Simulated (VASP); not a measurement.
## CaB6: relaxation of cell and atoms with LDA

CaB6:

```
CELL_PARAMETERS angstrom
4.14664 0.00000 0.00000
0.00000 4.14664 0.00000
0.00000 0.00000 4.14664
ATOMIC_POSITIONS crystal
Ca 0.50000 0.50000 0.50000
B 0.00000 0.00000 0.29837
B 0.00000 0.00000 0.70163
B 0.29837 0.00000 0.00000
B 0.70163 0.00000 0.00000
B 0.00000 0.29837 0.00000
B 0.00000 0.70163 0.00000
```

```json
{"Program": "VASP 6.6.1", "Task": "relaxation of cell and atoms", "Functional": "LDA", "Potentials or basis": "VASP PAW LDA potentials, release 64 (Ca_sv, B)", "Cutoff": "600 eV", "k mesh": "6 × 6 × 6", "Occupations": "fermi-dirac, width 0.02 eV", "Spin": "no spin polarisation", "Dipole correction": "no", "Further INCAR settings": "ALGO = Normal; EDIFF = 1e-07; IBRION = 2; EDIFFG = -0.005; NSW = 80; ISIF = 3"}
```

| Item | Value |
| --- | --- |
| Relaxed volume | 9.78 Å³/atom |
| Relaxed cell | a = 4.091 Å, b = 4.091 Å, c = 4.091 Å, α = 90.00°, β = 90.00°, γ = 90.00° |
| Space group after relaxing (to 0.1 Å) | Pm-3m (No. 221) |
| Energy gained by relaxing | 8.3 meV/atom |
| Ionic steps | 5 |
| Pressure after relaxing | 0.0 GPa |
| Band gap on the k mesh | 0.12 eV (least direct gap 0.28 eV) |

Step by step:
```tsv
step	energy change (eV)	largest force (eV/Å)	pressure (GPa)	volume (Å³)
1	0.0000	0.1765	-6.33	71.30
2	-0.0252	0.7338	3.78	67.23
3	-0.0519	0.3300	-0.68	68.88
4	-0.0439	0.5193	1.06	67.80
5	-0.0581	0.0000	-0.03	68.45
```

Final structure:
```
Ca B
1.0
     4.09062    0.00000    0.00000
     0.00000    4.09062    0.00000
     0.00000    0.00000    4.09062
Ca B
1 6
Direct
  0.50000 0.50000 0.50000
  0.00000 0.00000 0.29845
  0.00000 0.00000 0.70155
  0.29845 0.00000 0.00000
  0.70155 0.00000 0.00000
  0.00000 0.29845 0.00000
  0.00000 0.70155 0.00000
```

Levels at points of the mesh, in eV from the valence-band top:
| k point | band 12 | band 13 | band 14 | band 15 | band 16 | band 17 |
| --- | --- | --- | --- | --- | --- | --- |
| (0.00, 0.00, 0.00) | -0.30 | -0.30 | -0.30 | 2.91 | 2.91 | 2.91 |
| (0.50, 0.00, 0.00) | -2.39 | -1.76 | -0.20 | 0.12 | 3.29 | 3.29 |
| (0.50, 0.50, 0.00) | -2.76 | -1.45 | -1.45 | 3.17 | 3.17 | 4.10 |
| (0.50, 0.50, 0.50) | -1.06 | -1.06 | -1.06 | 4.32 | 4.85 | 4.85 |

Run time: 47 s on 1 thread of Intel(R) Xeon(R) 6975P-C (Granite Rapids), with other jobs on the host, peak memory 0.19 GiB.

A k mesh can miss the band edges. LDA usually gives volumes a few per cent too small.
